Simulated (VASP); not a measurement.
# Ge (P-1) in VASP: single point with PBEsol

Aim: the single point of Ge with PBEsol.

Everything below comes from runs of VASP 6.6.1. Logs are shortened: lines on timing, memory, paths and dates and some standing lists are left out, and cuts for length are marked.

### 1 The cell of the first run

The typed cell holds 2 atoms: a = 4.001 Å, b = 4.001 Å, c = 4.001 Å, α = 60.00°, β = 60.00°, γ = 60.00°.

### 2 Single point, PBEsol

INCAR reads:

```
SYSTEM = Ge
ALGO     = Normal         ! electronic algorithm
EDIFF    = 1E-6           ! SCF threshold, eV
ENCUT    = 520            ! plane-wave cutoff, eV
GGA      = PS             ! functional
ISIF     = 2              ! what is computed and relaxed
ISMEAR   = 0              ! smearing method
LASPH    = .TRUE.         ! aspherical terms in the spheres
LCHARG   = .TRUE.         ! write CHGCAR
LELF     = .TRUE.         ! ELF
LREAL    = .FALSE.        ! projectors in reciprocal space
LVHAR    = .TRUE.       
LWAVE    = .FALSE.        ! write WAVECAR
NBANDS   = 21             ! bands
NELM     = 100            ! most SCF steps
PREC     = Accurate       ! precision mode
SIGMA    = 0.05           ! smearing width, eV
```

KPOINTS reads:

```
k-points
0
G
  10 10 10
  0 0 0
```

POSCAR reads:

```
Ge
1.0
    0.0000000000      2.8289100000      2.8289100000
    2.8289100000      0.0000000000      2.8289100000
    2.8289100000      2.8289100000      0.0000000000
Ge
2
Direct
   -0.0185595965      0.0312082721     -0.0329056336
    0.2500000000      0.2500000000      0.2500000000
```

Potentials or basis: VASP PAW PBE potentials, release 64 (Ge_d).

Run with:

```
$ cat potpaw_PBE.64/Ge_d/POTCAR > POTCAR
$ mpirun -np 1 vasp_std > vasp.out
```

OUTCAR:

```text
SYSTEM = Ge
   EDIFF = 1E-6
   ENCUT = 520
   GGA = PS
   ISIF = 2
   ISMEAR = 0
   LASPH = .TRUE.
   LREAL = .FALSE.
   NELM = 100
   PREC = Accurate

 ion  position               nearest neighbor table
   1  0.981  0.031  0.967-   2 2.34   2 2.39   2 2.52   2 2.55
   2  0.250  0.250  0.250-   1 2.34   1 2.39   1 2.52   1 2.55

  LATTYP: Found a face centered cubic cell.
 ALAT       =     5.6578200000

  Lattice vectors:

 A1 = (   0.0000000000,   2.8289100000,   2.8289100000)
 A2 = (   2.8289100000,   0.0000000000,   2.8289100000)
 A3 = (   2.8289100000,   2.8289100000,   0.0000000000)

Analysis of symmetry for initial positions (statically):
=====================================================================
 Subroutine PRICEL returns:
 Original cell was already a primitive cell.

 Routine SETGRP: Setting up the symmetry group for a
 face centered cubic supercell.

 Subroutine GETGRP returns: Found  2 space group operations
 (whereof  1 operations were pure point group operations)
 out of a pool of 48 trial point group operations.

The static configuration has the point symmetry C_1 .
 The point group associated with its full space group is S_2 .

Analysis of symmetry for dynamics (positions and initial velocities):
=====================================================================
 Subroutine PRICEL returns:
 Original cell was already a primitive cell.

 Routine SETGRP: Setting up the symmetry group for a
 face centered cubic supercell.

 Subroutine GETGRP returns: Found  2 space group operations
 (whereof  1 operations were pure point group operations)
 out of a pool of 48 trial point group operations.

The dynamic configuration has the point symmetry C_1 .
 The point group associated with its full space group is S_2 .

 Subroutine INISYM returns: Found  2 space group operations
 (whereof  1 operations are pure point group operations),
 and found     1 'primitive' translations

----------------------------------------------------------------------------------------

                                     Primitive cell

  volume of cell :      45.2780

  direct lattice vectors                    reciprocal lattice vectors
     0.000000000  2.828910000  2.828910000    -0.176746521  0.176746521  0.176746521
     2.828910000  0.000000000  2.828910000     0.176746521 -0.176746521  0.176746521
     2.828910000  2.828910000  0.000000000     0.176746521  0.176746521 -0.176746521

  length of vectors
     4.000682889  4.000682889  4.000682889     0.306133954  0.306133954  0.306133954

  position of ions in fractional coordinates (direct lattice)
     0.981440404  0.031208272  0.967094366
     0.250000000  0.250000000  0.250000000

  ion indices of the primitive-cell ions
   primitive index   ion index
                 1           1
                 2           2

----------------------------------------------------------------------------------------

 KPOINTS: k-points

Automatic generation of k-mesh.
 Grid dimensions read from file:
 generate k-points for:   10   10   10

 Generating k-lattice:

  Cartesian coordinates                     Fractional coordinates (reciprocal lattice)
    -0.017674652  0.017674652  0.017674652     0.100000000  0.000000000  0.000000000
     0.017674652 -0.017674652  0.017674652     0.000000000  0.100000000  0.000000000
     0.017674652  0.017674652 -0.017674652     0.000000000  0.000000000  0.100000000

  Length of vectors
     0.030613395  0.030613395  0.030613395

  Shift w.r.t. Gamma in fractional coordinates (k-lattice)
     0.000000000  0.000000000  0.000000000

 Subroutine IBZKPT returns following result:
 ===========================================

 Found    504 irreducible k-points:

 Following reciprocal coordinates:
            Coordinates               Weight
  0.000000  0.000000  0.000000      1.000000
  0.100000  0.000000  0.000000      2.000000
  0.000000  0.100000  0.000000      2.000000
  0.000000  0.000000  0.100000      2.000000
  0.100000  0.100000  0.100000      2.000000
  0.200000  0.000000  0.000000      2.000000
[... 16 lines left out ...]
  0.000000  0.100000  0.100000      2.000000
  0.100000  0.000000  0.100000      2.000000
 [... further k-points ...]
   k-points           NKPTS =    504   k-points in BZ     NKDIM =    504   number of bands    NBANDS=     21
   number of dos      NEDOS =    301   number of ions     NIONS =      2
   total plane-waves  NPLWV =  27000
   dimension x,y,z NGX =    30 NGY =   30 NGZ =   30
   dimension x,y,z NGXF=    60 NGYF=   60 NGZF=   60
   ions per type =               2
   NGX,Y,Z   is equivalent  to a cutoff of  12.47, 12.47, 12.47 a.u.
   NGXF,Y,Z  is equivalent  to a cutoff of  24.93, 24.93, 24.93 a.u.
 SYSTEM =  Ge
   PREC   = accura    normal or accurate (medium, high low for compatibility)
   ISTART =      0    job   : 0-new  1-cont  2-samecut
   ICHARG =      2    charge: 1-file 2-atom 10-const
   ISPIN  =      1    spin polarized calculation?
   LNONCOLLINEAR =      F non collinear calculations
   LSORBIT =      F    spin-orbit coupling
   LASPH  =      T    aspherical Exc in radial PAW
   ENCUT  =  520.0 eV  38.22 Ry    6.18 a.u.   7.44  7.44  7.44*2*pi/ulx,y,z
   NELM   =    100;   NELMIN=  2; NELMDL= -5     # of ELM steps
   EDIFF  = 0.1E-05   stopping-criterion for ELM
   LREAL  =      F    real-space projection
   EDIFFG = 0.1E-04   stopping-criterion for IOM
   NSW    =      0    number of steps for IOM
   IBRION =     -1    ionic relax: 0-MD 1-quasi-New 2-CG
   NFREE  =      0    steps in history (QN), initial steepest desc. (CG)
   ISIF   =      2    stress and relaxation
   ISYM   =      2    0-nonsym 1-usesym 2-fastsym
   POTIM  = 0.5000    time-step for ionic-motion
   TEBEG  =    0.0;   TEEND  =   0.0 temperature during run
   PSTRESS=    0.0 pullay stress
   NELECT =      28.0000    total number of electrons
   NUPDOWN=      -1.0000    fix difference up-down
   EMIN   =  10.00;   EMAX   =-10.00  energy-range for DOS
   EFERMI =   0.00;   METHOD = LEGACY
   ISMEAR =     0;   SIGMA  =   0.05  broadening in eV -4-tet -1-fermi 0-gaus
   EFERMI_NEDOS =   21; number of points for ismear=-14 and -15
   IALGO  =     38    algorithm
   IMIX   =      4    mixing-type and parameters
     AMIX     =   0.40;   BMIX     =  1.00
     AMIX_MAG =   1.60;   BMIX_MAG =  1.00
  volume/ion in A,a.u.               =      22.64       152.78
  Fermi-wavevector in a.u.,A,eV,Ry     =   1.394756  2.635708 26.468033  1.945346
  Thomas-Fermi vector in A             =   2.518275
   LORBIT       =      0    0 simple, 1 ext, 2 COOP (PROOUT), +10 PAW based schemes
   GGA     = PS    functional components
   LHFCALC =     F    Hartree Fock is set to
   AEXX    =    0.0000 exact exchange contribution
   IVDW    =     0    specifies the selected vdW correction
   LEPSILON=     F    determine dielectric tensor
   LRPA    =     F    only Hartree local field effects (RPA)
 non-spin polarized calculation
 Gauss-broadening in eV      SIGMA  =   0.05
  energy-cutoff  :      520.00
  volume of cell :       45.28
 maximum number of plane-waves:      1243
 NGX is ok and might be reduce to    30
   NGX = 15   NGY = 15   NGZ = 15

 number of electron      28.0000020 magnetization

 Free energy of the ion-electron system (eV)
  ---------------------------------------------------
  ext. energy  EPLUGINS =         0.00000000
  ---------------------------------------------------
  free energy    TOTEN  =        -9.74852892 eV

  energy without entropy =       -9.74842550  energy(sigma->0) =       -9.74847721

 E-fermi :   5.0146     XC(G=0): -10.1319

 val. band max:        4.9971028348   @ k =   0.1000   0.1000   0.1000
 cond. band min:       5.0322567289   @ k =   0.0000   0.3000   0.0000
 fundamental gap:      0.0351538941
 Fermi energy:         5.0145823382

 k-point     1 :       0.0000    0.0000    0.0000
  band No.  band energies     occupation
      1     -19.9637      2.00000
      2     -19.9338      2.00000
      3     -19.8968      2.00000
      4     -19.8935      2.00000
      5     -19.8883      2.00000
      6     -19.6970      2.00000
[... 13 lines left out ...]
     20      14.3304      0.00000
     21      14.3780      0.00000

 k-point     2 :       0.1000    0.0000    0.0000
  band No.  band energies     occupation
      1     -19.9708      2.00000
      2     -19.9355      2.00000
      3     -19.9097      2.00000
      4     -19.8795      2.00000
      5     -19.8776      2.00000
      6     -19.7019      2.00000
[... 13 lines left out ...]
     20      13.5078      0.00000
     21      13.6155      0.00000

 k-point     3 :       0.0000    0.1000    0.0000
  band No.  band energies     occupation
      1     -19.9658      2.00000
      2     -19.9353      2.00000
      3     -19.8934      2.00000
      4     -19.8904      2.00000
      5     -19.8836      2.00000
      6     -19.6996      2.00000
[... 13 lines left out ...]
     20      13.6631      0.00000
     21      13.6843      0.00000

 k-point     4 :       0.0000    0.0000    0.1000
  band No.  band energies     occupation
      1     -19.9668      2.00000
      2     -19.9436      2.00000
      3     -19.9129      2.00000
      4     -19.8760      2.00000
      5     -19.8741      2.00000
      6     -19.7038      2.00000
[... 13 lines left out ...]
     20      13.4782      0.00000
     21      13.5696      0.00000

 k-point     5 :       0.1000    0.1000    0.1000
  band No.  band energies     occupation
      1     -19.9666      2.00000
      2     -19.9360      2.00000
      3     -19.8940      2.00000
      4     -19.8903      2.00000
      5     -19.8828      2.00000
      6     -19.6986      2.00000
[... 13 lines left out ...]
     20      13.6404      0.00000
     21      13.6634      0.00000
[... 382 lines left out ...]
     20      15.6035      0.00000
     21      15.8770      0.00000

 k-point    22 :       0.1000    0.1000    0.0000
  band No.  band energies     occupation
      1     -19.9697      2.00000
      2     -19.9399      2.00000
      3     -19.9091      2.00000
      4     -19.8796      2.00000
      5     -19.8708      2.00000
      6     -19.7106      2.00000
[... 13 lines left out ...]
     20      12.6179      0.00000
     21      14.5304      0.00000

 k-point    23 :       0.0000    0.1000    0.1000
  band No.  band energies     occupation
      1     -19.9699      2.00000
      2     -19.9401      2.00000
      3     -19.9094      2.00000
      4     -19.8792      2.00000
      5     -19.8705      2.00000
      6     -19.7110      2.00000
[... 13 lines left out ...]
     20      12.6128      0.00000
     21      14.5322      0.00000

 k-point    24 :       0.1000    0.0000    0.1000
  band No.  band energies     occupation
      1     -19.9665      2.00000
      2     -19.9372      2.00000
      3     -19.8991      2.00000
      4     -19.8900      2.00000
      5     -19.8761      2.00000
      6     -19.6977      2.00000
[... 13 lines left out ...]
     20      12.6946      0.00000
     21      14.4994      0.00000

 [... further k-points ...]
[... 5 lines left out ...]
  --------------------------------------------------------------------------------------
  -------------------------------------------------------------------------------------
  Total        0.3959739      0.1740158      0.3810578      0.3357469     -0.1396088     -1.3251402
  in kB       14.0116664      6.1576074     13.4838543     11.8805148     -4.9401019    -46.8905156
  external PRESSURE =      11.2177094 kB  Pullay stress =       0.0000000 kB

 VOLUME and BASIS-vectors are now :
 -----------------------------------------------------------------------------
  energy-cutoff  :      520.00
  volume of cell :       45.28
      direct lattice vectors                 reciprocal lattice vectors
     0.000000000  2.828910000  2.828910000    -0.176746521  0.176746521  0.176746521
     2.828910000  0.000000000  2.828910000     0.176746521 -0.176746521  0.176746521
     2.828910000  2.828910000  0.000000000     0.176746521  0.176746521 -0.176746521

 POSITION                                       TOTAL-FORCE (eV/Angst)
 -----------------------------------------------------------------------------------
      2.82411      5.51223      2.86469         0.211102      1.562115     -0.422981
      1.41446      1.41446      1.41446        -0.211102     -1.562115      0.422981
 -----------------------------------------------------------------------------------
    total drift:                               -0.000052     -0.000042     -0.000115

  FREE ENERGIE OF THE ION-ELECTRON SYSTEM (eV)
  ---------------------------------------------------
  free  energy   TOTEN  =        -9.7485289244 eV

  energy  without entropy=       -9.7484254960  energy(sigma->0) =       -9.74847721
```

Run time: 9 min. Hardware: 1 thread of Intel Xeon 8259CL, shared host; peak memory 0.47 GiB.

What came out:

```yaml
Free_energy: -9.7485 eV
Pressure: 1.1 GPa
Largest_force: 1.632 eV/Å
Band_gap_on_the_k_mesh: zero (bands 14 and 15 overlap by 0.52 eV)
```

Forces on the atoms (eV/Å):
```
Ge   0.211  1.562 -0.423
Ge  -0.211 -1.562  0.423
```

Stress tensor (GPa, compression positive):
```
 1.40  1.19 -4.69
 1.19  0.62 -0.49
-4.69 -0.49  1.35
```

Levels at points of the mesh, in eV from the Fermi level:
```tsv
k point	band 10	band 11	band 12	band 13	band 14	band 15	band 16	band 17	band 18	band 19
(0.00, 0.00, 0.00)	-24.67	-12.98	-0.85	-0.17	-0.09	0.54	1.85	2.30	2.92	6.04
(0.50, 0.00, 0.00)	-24.62	-10.76	-8.08	-1.89	-1.12	0.10	3.05	4.21	6.87	9.97
(0.00, 0.50, 0.00)	-24.65	-11.09	-7.29	-1.98	-1.25	-0.30	2.95	3.89	6.65	10.40
(0.00, 0.00, 0.50)	-24.62	-10.64	-8.33	-1.79	-1.22	0.23	3.26	4.14	6.94	9.74
(0.50, 0.50, 0.50)	-24.64	-11.03	-7.46	-2.02	-1.14	-0.22	2.90	4.03	6.69	10.49
(0.50, 0.50, 0.00)	-24.62	-9.23	-8.97	-3.25	-3.16	0.37	0.58	9.30	9.46	11.07
(0.00, 0.50, 0.50)	-24.62	-9.15	-9.06	-3.22	-3.19	0.44	0.51	9.35	9.41	11.12
(0.50, 0.00, 0.50)	-24.63	-9.57	-8.54	-3.48	-3.06	0.09	0.90	9.03	9.68	10.78
```

Caveat: semilocal functionals underestimate gaps, so a narrow gap can read as zero; the PAW data sets were made with another functional, which shifts forces and pressure a little.
